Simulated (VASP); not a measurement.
# HfO2 (P4_2/mnm) in VASP: further runs

The runs below take HfO2 through single point, with PBEsol.

All numbers are computed with VASP 6.6.1; they aren't measurements. Logs are shortened: lines on timing, memory, paths and dates and some standing lists are left out, and cuts for length are marked.

### Step 1. The cell of the first run

Symmetry: P4_2/mnm, No. 136, tetragonal system. Conventional cell: a = 4.690 Å, b = 4.690 Å, c = 3.123 Å, α = 90.00°, β = 90.00°, γ = 90.00°. Hf (site symmetry mmm) has 6 O at 2.02 to 2.03 Å within 2.7 Å. O (site symmetry m2m) has 3 Hf at 2.02 to 2.03 Å and 1 O at 2.59 Å within 2.7 Å.

### Step 2. Single point, PBEsol

INCAR reads:

```
SYSTEM = HfO2
ALGO = Normal
EDIFF = 1E-6
ENCUT = 520
GGA = PS
ISIF = 2
ISMEAR = 0
LASPH = .True.
LCHARG = .False.
LREAL = .False.
LWAVE = .False.
NBANDS = 31
NELM = 60
PREC = Accurate
SIGMA = 0.01
```

KPOINTS reads:

```
k-points
0
Gamma
  4 4 6
  0 0 0
```

POSCAR reads:

```
HfO2
1.0
    4.6900542307      0.0000000000      0.0000000000
    0.0000000000      4.6900542307      0.0000000000
    0.0000000000      0.0000000000      3.1231883487
Hf O
2 4
Direct
    0.0000000000      0.0000000000      0.0000000000
    0.5000000000      0.5000000000      0.5000000000
    0.1949550000      0.8050450000      0.5000000000
    0.3050450000      0.3050450000      0.0000000000
    0.6949550000      0.6949550000      0.0000000000
    0.8050450000      0.1949550000      0.5000000000
```

Potentials or basis: VASP PAW PBE potentials, release 64 (Hf_pv, O).

Run with:

```bash
> cat potpaw_PBE.64/Hf_pv/POTCAR potpaw_PBE.64/O/POTCAR > POTCAR
> mpirun -np 1 vasp_std > vasp.out
```

OUTCAR:

```text
SYSTEM = HfO2
   EDIFF = 1E-6
   ENCUT = 520
   GGA = PS
   ISIF = 2
   ISMEAR = 0
   LASPH = .True.
   LREAL = .False.
   NELM = 60
   PREC = Accurate

 ion  position               nearest neighbor table
   1  0.000  0.000  0.000-   4 2.02   5 2.02   3 2.03   6 2.03   3 2.03   6 2.03   2 3.67   2 3.67
                             2 3.67   2 3.67   2 3.67   2 3.67   2 3.67   2 3.67
   2  0.500  0.500  0.500-   3 2.02   6 2.02   5 2.03   4 2.03   4 2.03   5 2.03   1 3.67   1 3.67
                             1 3.67   1 3.67   1 3.67   1 3.67   1 3.67   1 3.67
   3  0.195  0.805  0.500-   2 2.02   1 2.03   1 2.03
   4  0.305  0.305  0.000-   1 2.02   2 2.03   2 2.03
   5  0.695  0.695  0.000-   1 2.02   2 2.03   2 2.03
   6  0.805  0.195  0.500-   2 2.02   1 2.03   1 2.03

  LATTYP: Found a simple tetragonal cell.
 ALAT       =     4.6900542307
 C/A-ratio  =     0.6659173210

  Lattice vectors:

 A1 = (   4.6900542307,   0.0000000000,   0.0000000000)
 A2 = (   0.0000000000,   4.6900542307,   0.0000000000)
 A3 = (   0.0000000000,   0.0000000000,   3.1231883487)

Analysis of symmetry for initial positions (statically):
=====================================================================
 Subroutine PRICEL returns:
 Original cell was already a primitive cell.

 Routine SETGRP: Setting up the symmetry group for a
 simple tetragonal supercell.

 Subroutine GETGRP returns: Found 16 space group operations
 (whereof  8 operations were pure point group operations)
 out of a pool of 16 trial point group operations.

The static configuration has the point symmetry D_2h.
 The point group associated with its full space group is D_4h.

Analysis of symmetry for dynamics (positions and initial velocities):
=====================================================================
 Subroutine PRICEL returns:
 Original cell was already a primitive cell.

 Routine SETGRP: Setting up the symmetry group for a
 simple tetragonal supercell.

 Subroutine GETGRP returns: Found 16 space group operations
 (whereof  8 operations were pure point group operations)
 out of a pool of 16 trial point group operations.

The dynamic configuration has the point symmetry D_2h.
 The point group associated with its full space group is D_4h.

 Subroutine INISYM returns: Found 16 space group operations
 (whereof  8 operations are pure point group operations),
 and found     1 'primitive' translations

----------------------------------------------------------------------------------------

                                     Primitive cell

  volume of cell :      68.6996

  direct lattice vectors                    reciprocal lattice vectors
     4.690054231  0.000000000  0.000000000     0.213217151  0.000000000  0.000000000
     0.000000000  4.690054231  0.000000000     0.000000000  0.213217151  0.000000000
     0.000000000  0.000000000  3.123188349     0.000000000  0.000000000  0.320185621

  length of vectors
     4.690054231  4.690054231  3.123188349     0.213217151  0.213217151  0.320185621

  position of ions in fractional coordinates (direct lattice)
     0.000000000  0.000000000  0.000000000
     0.500000000  0.500000000  0.500000000
     0.194955000  0.805045000  0.500000000
     0.305045000  0.305045000  0.000000000
     0.694955000  0.694955000  0.000000000
     0.805045000  0.194955000  0.500000000

  ion indices of the primitive-cell ions
   primitive index   ion index
                 1           1
                 2           2
                 3           3
                 4           4
                 5           5
                 6           6

----------------------------------------------------------------------------------------

 KPOINTS: k-points

Automatic generation of k-mesh.
 Grid dimensions read from file:
 generate k-points for:    4    4    6

 Generating k-lattice:

  Cartesian coordinates                     Fractional coordinates (reciprocal lattice)
     0.053304288  0.000000000  0.000000000     0.250000000  0.000000000  0.000000000
     0.000000000  0.053304288  0.000000000     0.000000000  0.250000000  0.000000000
     0.000000000  0.000000000  0.053364270     0.000000000  0.000000000  0.166666667

  Length of vectors
     0.053304288  0.053304288  0.053364270

  Shift w.r.t. Gamma in fractional coordinates (k-lattice)
     0.000000000  0.000000000  0.000000000

 Subroutine IBZKPT returns following result:
 ===========================================

 Found     24 irreducible k-points:

 Following reciprocal coordinates:
            Coordinates               Weight
  0.000000  0.000000  0.000000      1.000000
  0.250000  0.000000  0.000000      4.000000
  0.500000  0.000000  0.000000      2.000000
  0.250000  0.250000  0.000000      4.000000
  0.500000  0.250000  0.000000      4.000000
  0.500000  0.500000  0.000000      1.000000
[... 16 lines left out ...]
  0.500000  0.250000  0.500000      4.000000
  0.500000  0.500000  0.500000      1.000000
[... 60 lines left out ...]
  ---------------------------------------------------
  ext. energy  EPLUGINS =         0.00000000
  ---------------------------------------------------
  free energy    TOTEN  =       -63.02566070 eV

  energy without entropy =      -63.02566070  energy(sigma->0) =      -63.02566070

 E-fermi :   2.8364     XC(G=0): -11.6514

 val. band max:        2.7892953093   @ k =   0.0000   0.0000   0.0000
 cond. band min:       6.9579562556   @ k =   0.0000   0.0000   0.0000
 fundamental gap:      4.1686609463
 Fermi energy:         2.8363847355

 k-point     1 :       0.0000    0.0000    0.0000
  band No.  band energies     occupation
      1     -26.3129      2.00000
      2     -26.3129      2.00000
      3     -25.8926      2.00000
      4     -25.8926      2.00000
      5     -25.7563      2.00000
      6     -25.6677      2.00000
[... 23 lines left out ...]
     30      12.0996      0.00000
     31      13.6126      0.00000

 k-point     2 :       0.2500    0.0000    0.0000
  band No.  band energies     occupation
      1     -26.2630      2.00000
      2     -26.2571      2.00000
      3     -25.9602      2.00000
      4     -25.9536      2.00000
      5     -25.7433      2.00000
      6     -25.6806      2.00000
[... 23 lines left out ...]
     30      12.4515      0.00000
     31      13.5607      0.00000

 k-point     3 :       0.5000    0.0000    0.0000
  band No.  band energies     occupation
      1     -26.1587      2.00000
      2     -26.1587      2.00000
      3     -26.0696      2.00000
      4     -26.0696      2.00000
      5     -25.7119      2.00000
      6     -25.7119      2.00000
[... 23 lines left out ...]
     30      11.8551      0.00000
     31      14.2582      0.00000

 k-point     4 :       0.2500    0.2500    0.0000
  band No.  band energies     occupation
      1     -26.3298      2.00000
      2     -26.1604      2.00000
      3     -26.0679      2.00000
      4     -25.8828      2.00000
      5     -25.7340      2.00000
      6     -25.6897      2.00000
[... 23 lines left out ...]
     30      13.5477      0.00000
     31      13.5754      0.00000

 k-point     5 :       0.5000    0.2500    0.0000
  band No.  band energies     occupation
      1     -26.2823      2.00000
      2     -26.2823      2.00000
      3     -25.9416      2.00000
      4     -25.9416      2.00000
      5     -25.7117      2.00000
      6     -25.7117      2.00000
[... 23 lines left out ...]
     30      11.9028      0.00000
     31      13.7960      0.00000
[... 542 lines left out ...]
     30      13.4221      0.00000
     31      13.8214      0.00000

 k-point    22 :       0.2500    0.2500    0.5000
  band No.  band energies     occupation
      1     -26.6314      2.00000
      2     -26.5901      2.00000
      3     -26.0050      2.00000
      4     -25.9476      2.00000
      5     -25.9251      2.00000
      6     -25.9198      2.00000
[... 23 lines left out ...]
     30      13.4774      0.00000
     31      13.9480      0.00000

 k-point    23 :       0.5000    0.2500    0.5000
  band No.  band energies     occupation
      1     -26.6110      2.00000
      2     -26.6110      2.00000
      3     -25.9780      2.00000
      4     -25.9780      2.00000
      5     -25.9231      2.00000
      6     -25.9231      2.00000
[... 23 lines left out ...]
     30      13.0868      0.00000
     31      14.0726      0.00000

 k-point    24 :       0.5000    0.5000    0.5000
  band No.  band energies     occupation
      1     -26.5842      2.00000
      2     -26.5842      2.00000
      3     -26.0090      2.00000
      4     -26.0090      2.00000
      5     -25.9276      2.00000
      6     -25.9276      2.00000
[... 23 lines left out ...]
     30      12.6612      0.00000
     31      14.2033      0.00000

------------------------ aborting loop because EDIFF is reached ----------------------------------------

  FORCE on cell =-STRESS in cart. coord.  units (eV):
  Direction    XX          YY          ZZ          XY          YZ          ZX
  --------------------------------------------------------------------------------------
  -------------------------------------------------------------------------------------
  Total        8.0857148      8.0857148     10.3044406      0.0000000      0.0000000      0.0000000
  in kB      188.5710840    188.5710840    240.3151208      0.0000000      0.0000000      0.0000000
  external PRESSURE =     205.8190963 kB  Pullay stress =       0.0000000 kB

 VOLUME and BASIS-vectors are now :
 -----------------------------------------------------------------------------
  energy-cutoff  :      520.00
  volume of cell :       68.70
      direct lattice vectors                 reciprocal lattice vectors
     4.690054231  0.000000000  0.000000000     0.213217151  0.000000000  0.000000000
     0.000000000  4.690054231  0.000000000     0.000000000  0.213217151  0.000000000
     0.000000000  0.000000000  3.123188349     0.000000000  0.000000000  0.320185621

 POSITION                                       TOTAL-FORCE (eV/Angst)
 -----------------------------------------------------------------------------------
      0.00000      0.00000      0.00000        -0.000000      0.000000     -0.000000
      2.34503      2.34503      1.56159        -0.000000      0.000000     -0.000000
      0.91435      3.77570      1.56159         0.174745     -0.174745     -0.000000
      1.43068      1.43068      0.00000        -0.174745     -0.174745     -0.000000
      3.25938      3.25938      0.00000         0.174745      0.174745      0.000000
      3.77570      0.91435      1.56159        -0.174745      0.174745      0.000000
 -----------------------------------------------------------------------------------
    total drift:                                0.000000     -0.000000      0.000000

  FREE ENERGIE OF THE ION-ELECTRON SYSTEM (eV)
  ---------------------------------------------------
  free  energy   TOTEN  =       -63.0256606961 eV

  energy  without entropy=      -63.0256606961  energy(sigma->0) =      -63.02566070
```

It took 56 s on 1 thread of Intel Xeon 8259CL, shared host; peak memory 0.2 GiB.

Results:

```yaml
Free_energy: -63.0257 eV
Pressure: 20.6 GPa
Largest_force: 0.247 eV/Å
Band_gap_on_the_k_mesh: 4.17 eV, direct
```

Forces in eV/Å, atoms in the order of the input:
```
Hf   0.000  0.000  0.000
Hf   0.000  0.000  0.000
O    0.175 -0.175  0.000
O   -0.175 -0.175  0.000
O    0.175  0.175  0.000
O   -0.175  0.175  0.000
```

Caveat: the PAW data sets were made with another functional, which shifts forces and pressure a little; spin-orbit coupling is left out, which moves the levels of the heavy elements. A k mesh can miss the band edges.

### Step 3. Single point, PBEsol

This run uses another cell than the first one, of 12.07 Å³/atom, 1.054 times its volume.

INCAR reads:

```
PREC = Accurate ; ENCUT = 520
EDIFF = 1E-7 ; ISMEAR = 0
SIGMA = 0.01 ; LREAL = F
LASPH = T ; NELM = 100
ALGO = Normal ; ISIF = 2
LWAVE = F ; LCHARG = F
GGA = PS ; NBANDS = 31
```

KPOINTS reads:

```
regular mesh
0
Gamma
  4 4 6
```

Changes to POSCAR since step 2:

```diff
@@ -2,5 +2,5 @@
 1.0
-    4.6900542307      0.0000000000      0.0000000000
-    0.0000000000      4.6900542307      0.0000000000
-    0.0000000000      0.0000000000      3.1231883487
+    4.7730812304      0.0000000000      0.0000000000
+    0.0000000000      4.7730812304      0.0000000000
+    0.0000000000      0.0000000000      3.1784774659
 Hf O
```

Potentials or basis: VASP PAW PBE potentials, release 64 (Hf_pv, O).

Run with:

```bash
> cat potpaw_PBE.64/Hf_pv/POTCAR potpaw_PBE.64/O/POTCAR > POTCAR
> mpirun -np 1 vasp_std > vasp.out
```

Wall time 62 s (1 thread of Intel Xeon 8259CL, shared host); peak memory 0.2 GiB.

Results (log left out):

```
Free energy            : -63.3235 eV
Pressure               : 5.3 GPa
Largest force          : 0.054 eV/Å
Band gap on the k mesh : 3.97 eV, direct
```

Forces in eV/Å, atoms in the order of the input:
```
Hf   0.000  0.000  0.000
Hf   0.000  0.000  0.000
O    0.038 -0.038  0.000
O   -0.038 -0.038  0.000
O    0.038  0.038  0.000
O   -0.038  0.038  0.000
```

Stress tensor (GPa, compression positive):
```
5.02 0.00 0.00
0.00 5.02 0.00
0.00 0.00 5.98
```

Levels at points of the mesh, in eV from the valence-band top:
```
           k point  band 18  band 19  band 20  band 21  band 22  band 23  band 24  band 25  band 26  band 27
(0.00, 0.00, 0.00)    -1.63    -0.74    -0.49    -0.49     0.00     3.97     4.13     5.30     5.67     5.67
(0.50, 0.00, 0.00)    -2.85    -1.48    -1.48    -0.70    -0.70     4.68     4.68     6.34     6.34     6.62
(0.50, 0.50, 0.00)    -1.87    -1.13    -1.13    -0.81    -0.81     4.23     4.23     5.74     5.74     6.80
(0.00, 0.00, 0.50)    -2.25    -2.07    -2.07    -0.96    -0.96     5.70     5.70     6.20     6.20     6.20
(0.50, 0.00, 0.50)    -1.87    -1.78    -1.78    -0.96    -0.96     4.17     4.17     6.46     6.46     7.10
(0.50, 0.50, 0.50)    -2.04    -1.16    -1.16    -0.50    -0.50     5.17     5.17     5.95     5.95     6.58
```

Caveat: the PAW data sets were made with another functional, which shifts forces and pressure a little; spin-orbit coupling is left out, which moves the levels of the heavy elements. A k mesh can miss the band edges.

### Step 4. Single point, PBEsol

This run uses another cell than the first one, of 12.69 Å³/atom, 1.108 times its volume.

INCAR reads:

```
SYSTEM = HfO2
PREC     = Accurate       ! precision mode
ENCUT    = 520            ! plane-wave cutoff, eV
EDIFF    = 1E-6           ! SCF threshold, eV
ISMEAR   = 0              ! smearing method
SIGMA    = 0.01           ! smearing width, eV
LREAL    = .False.        ! projectors in reciprocal space
LASPH    = .True.         ! aspherical terms in the spheres
NELM     = 60             ! most SCF steps
ALGO     = Normal         ! electronic algorithm
ISIF     = 2              ! what is computed and relaxed
LWAVE    = .False.        ! write WAVECAR
LCHARG   = .False.        ! write CHGCAR
GGA      = PS             ! functional
NBANDS   = 31             ! bands
```

KPOINTS reads:

```
regular mesh
0
Gamma
  4 4 6
  0 0 0
```

Changes to POSCAR since step 3:

```diff
@@ -2,5 +2,5 @@
 1.0
-    4.7730812304      0.0000000000      0.0000000000
-    0.0000000000      4.7730812304      0.0000000000
-    0.0000000000      0.0000000000      3.1784774659
+    4.8533160686      0.0000000000      0.0000000000
+    0.0000000000      4.8533160686      0.0000000000
+    0.0000000000      0.0000000000      3.2319072344
 Hf O
```

Run with:

```bash
> cat potpaw_PBE.64/Hf_pv/POTCAR potpaw_PBE.64/O/POTCAR > POTCAR
> mpirun -np 1 vasp_std > vasp.out
```

Run time: 57 s. Hardware: 1 thread of Intel Xeon 8259CL, shared host; peak memory 0.21 GiB.

The run converged. Its results:

- Free energy: -63.3108 eV
- Pressure: -6.3 GPa
- Largest force: 0.108 eV/Å
- Band gap on the k mesh: 3.78 eV, direct

Forces on the atoms (eV/Å):
```
Hf   0.000  0.000  0.000
Hf   0.000  0.000  0.000
O   -0.076  0.076  0.000
O    0.076  0.076  0.000
O   -0.076 -0.076  0.000
O    0.076 -0.076  0.000
```

Stress tensor (GPa, compression positive):
```
-5.60  0.00  0.00
 0.00 -5.60  0.00
 0.00  0.00 -7.83
```

Levels at points of the mesh, in eV from the valence-band top:
```tsv
k point	band 18	band 19	band 20	band 21	band 22	band 23	band 24	band 25	band 26	band 27
(0.00, 0.00, 0.00)	-1.65	-0.76	-0.50	-0.50	0.00	3.78	3.96	5.05	5.40	5.40
(0.50, 0.00, 0.00)	-2.76	-1.47	-1.47	-0.66	-0.66	4.44	4.44	6.01	6.01	6.28
(0.50, 0.50, 0.00)	-1.76	-1.16	-1.16	-0.86	-0.86	4.04	4.04	5.46	5.46	6.44
(0.00, 0.00, 0.50)	-2.09	-2.08	-2.08	-0.98	-0.98	5.43	5.43	5.89	5.89	5.90
(0.50, 0.00, 0.50)	-1.79	-1.79	-1.79	-0.92	-0.92	4.02	4.02	6.12	6.12	6.71
(0.50, 0.50, 0.50)	-2.05	-1.08	-1.08	-0.52	-0.52	4.96	4.96	5.66	5.66	6.23
```

Caveat: the PAW data sets were made with another functional, which shifts forces and pressure a little; spin-orbit coupling is left out, which moves the levels of the heavy elements. A k mesh can miss the band edges.

### Step 5. Single point, PBEsol

This run uses another cell than the first one, of 13.00 Å³/atom, 1.135 times its volume.

INCAR reads:

```
SYSTEM = HfO2
ALGO = Normal ; EDIFF = 1E-6
ENCUT = 520 ; GGA = PS
ISIF = 2 ; ISMEAR = 0
LASPH = .TRUE. ; LCHARG = .TRUE.
LELF = .TRUE. ; LREAL = .FALSE.
LVHAR = .TRUE. ; LWAVE = .FALSE.
NBANDS = 31 ; NELM = 100
PREC = Accurate ; SIGMA = 0.01
```

KPOINTS reads:

```
k-points
0
G
  4 4 6
  0 0 0
```

Changes to POSCAR since step 4:

```diff
@@ -2,5 +2,5 @@
 1.0
-    4.8533160686      0.0000000000      0.0000000000
-    0.0000000000      4.8533160686      0.0000000000
-    0.0000000000      0.0000000000      3.2319072344
+    4.8924574046      0.0000000000      0.0000000000
+    0.0000000000      4.8924574046      0.0000000000
+    0.0000000000      0.0000000000      3.2579721281
 Hf O
```

Run with:

```bash
> cat potpaw_PBE.64/Hf_pv/POTCAR potpaw_PBE.64/O/POTCAR > POTCAR
> mpirun -np 1 vasp_std > vasp.out
```

Wall time 54 s (1 thread of Intel Xeon 8259CL, shared host); peak memory 0.2 GiB.

Results (log left out):

* Free energy: -63.2113 eV
* Pressure: -11.1 GPa
* Largest force: 0.179 eV/Å
* Band gap on the k mesh: 3.69 eV, direct

Forces in eV/Å, atoms in the order of the input:
```
Hf   0.000  0.000  0.000
Hf   0.000  0.000  0.000
O   -0.126  0.126  0.000
O    0.126  0.126  0.000
O   -0.126 -0.126  0.000
O    0.126 -0.126  0.000
```

Stress tensor (GPa, compression positive):
```
 -9.94   0.00   0.00
  0.00  -9.94   0.00
  0.00   0.00 -13.47
```

Levels at points of the mesh, in eV from the valence-band top:
```
           k point  band 19  band 20  band 21  band 22  band 23  band 24  band 25  band 26
(0.00, 0.00, 0.00)    -0.77    -0.50    -0.50     0.00     3.69     3.87     4.93     5.26
(0.50, 0.00, 0.00)    -1.47    -1.47    -0.64    -0.64     4.33     4.33     5.85     5.85
(0.50, 0.50, 0.00)    -1.17    -1.17    -0.88    -0.88     3.94     3.94     5.32     5.32
(0.00, 0.00, 0.50)    -2.02    -2.02    -0.99    -0.99     5.30     5.30     5.75     5.75
(0.50, 0.00, 0.50)    -1.75    -1.75    -0.90    -0.90     3.94     3.94     5.97     5.97
(0.50, 0.50, 0.50)    -1.05    -1.05    -0.53    -0.53     4.85     4.85     5.53     5.53
```

Caveat: the PAW data sets were made with another functional, which shifts forces and pressure a little; spin-orbit coupling is left out, which moves the levels of the heavy elements.

### Step 6. The runs side by side

```tsv
cell	gap on the mesh (eV)	pressure (GPa)	largest force (eV/Å)
a = 4.690, b = 4.690, c = 3.123 Å, 6 atoms	4.17	20.6	0.25
a = 4.773, b = 4.773, c = 3.178 Å, 6 atoms	3.97	5.3	0.05
a = 4.853, b = 4.853, c = 3.232 Å, 6 atoms	3.78	-6.3	0.11
a = 4.892, b = 4.892, c = 3.258 Å, 6 atoms	3.69	-11.1	0.18
```

Alike in all rows: task single point; level PBEsol; potentials or basis VASP PAW PBE potentials, release 64 (Hf_pv, O); no spin polarisation; k mesh 4 × 4 × 6; cutoff (eV) 520; smearing gaussian 0.01 eV.

Caveats: the PAW data sets were made with another functional, which shifts forces and pressure a little; spin-orbit coupling is left out, which moves the levels of the heavy elements.

Absolute energies hang on the potentials; compare differences alone.
